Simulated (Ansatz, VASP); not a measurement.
Two plane-wave programs on Al3O2

Contents of INCAR:

```
SYSTEM = Al3O2
PREC = Accurate ; ENCUT = 520
EDIFF = 1E-6 ; ISMEAR = 0
SIGMA = 0.1 ; LREAL = .FALSE.
LASPH = .TRUE. ; NELM = 100
ALGO = Normal ; ISIF = 2
LWAVE = .FALSE. ; LCHARG = .FALSE.
GGA = PE ; NBANDS = 18
```

File KPOINTS:

```
regular mesh
0
G
  6 6 6
  0 0 0
```

Contents of POSCAR:

```
Al3O2
1.0
    2.5703834200      1.4840115600      2.9366749300
   -2.5703834200      1.4840115600      2.9366749300
    0.0000000000     -2.9680231200      2.9366749300
Al O
3 2
Direct
    0.0000000000      0.0000000000      0.5000000000
    0.5000000000      0.0000000000      0.0000000000
    0.0000000000      0.5000000000      0.0000000000
    0.6854193000      0.6854193000      0.6854193000
    0.3145807000      0.3145807000      0.3145807000
```

Input for Ansatz:

```yaml
crystal:
  lattice:
    - [2.57038342, 1.48401156, 2.93667493]
    - [-2.57038342, 1.48401156, 2.93667493]
    - [0.0, -2.96802312, 2.93667493]
  atoms:
    - { symbol: Al, position: [0.0, 0.0, 0.5] }
    - { symbol: Al, position: [0.5, 0.0, 0.0] }
    - { symbol: Al, position: [0.0, 0.5, 0.0] }
    - { symbol: O, position: [0.6854193, 0.6854193, 0.6854193] }
    - { symbol: O, position: [0.3145807, 0.3145807, 0.3145807] }
basis:
  ecutwfc: 420
kpoints:
  mp_grid: { grid: [6, 6, 6] }
hamiltonian:
  xc: pbe
scf:
  occupations: { method: gaussian, width: 0.1 }
  lower_state_search: "off"
output:
  forces: true
  stress: true
  eigenvalues: true
```

Alike in both runs: task single point; functional PBE; k mesh 6 × 6 × 6; occupations gaussian, width 0.1 eV; no spin polarisation.

|  | VASP | Ansatz |
| --- | --- | --- |
| version | VASP 6.6.1 | Ansatz 0.2.0 |
| potentials or method | VASP PAW PBE potentials, release 64 (Al, O), cutoff 520 eV | scalar-relativistic, plane waves, PAW |
| valence electrons in the cell | 21 | 21 |

|  | VASP | Ansatz | Ansatz less VASP |
| --- | --- | --- | --- |
| gap on the k mesh at the Fermi level (eV) | none | none | - |
| pressure (GPa) | 3.4 | 3.4 | +0.01 |
| traceless stress, the component that is largest in VASP (GPa) | -10.07 | -10.15 | -0.073 |
| rms of the force components (eV/Å) | 0.518 | 0.530 | +0.0124 |

Atom by atom the forces differ by 0.012 eV/Å (rms over components). A gap of «none» marks a metal or a gap that the smearing closes. The functional is the same, so the differences come from potentials, cutoffs and numerics.
